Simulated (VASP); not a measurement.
TiAl3, 4 atoms in the cell. It takes space group I4/mmm (No. 139, tetragonal). Conventional cell: a = 3.769 Å, b = 3.769 Å, c = 8.438 Å, α = 90.00°, β = 90.00°, γ = 90.00°. Within 3.5 Å of Ti (site symmetry 4/mmm) lie 12 Al at 2.66 to 2.83 Å. Within 3.5 Å of Al (site symmetry 4/mmm) lie 4 Ti at 2.66 Å and 8 Al at 2.83 Å. Within 3.5 Å of Al (site symmetry -4m2) lie 8 Al at 2.66 to 2.83 Å and 4 Ti at 2.83 Å. 

- Program: VASP 6.6.1
- Task: single point
- Functional: PBE
- Potentials or basis: VASP PAW PBE potentials, release 64 (Ti_sv, Al)
- Cutoff: 520 eV
- k mesh: 18 × 18 × 18
- Occupations: gaussian, width 0.1 eV
- Spin: no spin polarisation
- Dipole correction: no
- Further INCAR settings: ALGO = Fast; EDIFF = 1e-07; NBANDS = 18

Potentials or basis: VASP PAW PBE potentials, release 64 (Ti_sv, Al).

Command:

```sh
$ cat potpaw_PBE.64/Ti_sv/POTCAR potpaw_PBE.64/Al/POTCAR > POTCAR
$ mpirun -np 1 vasp_std > vasp.out
```

Hardware: 1 thread of Intel(R) Xeon(R) 6975P-C (Granite Rapids), with other jobs on the host.

Estimate the wall time of this run.

Run time: 23 min on 1 thread of Intel(R) Xeon(R) 6975P-C (Granite Rapids), with other jobs on the host, peak memory 0.63 GiB. Counts: scf iterations 40, k points 480.
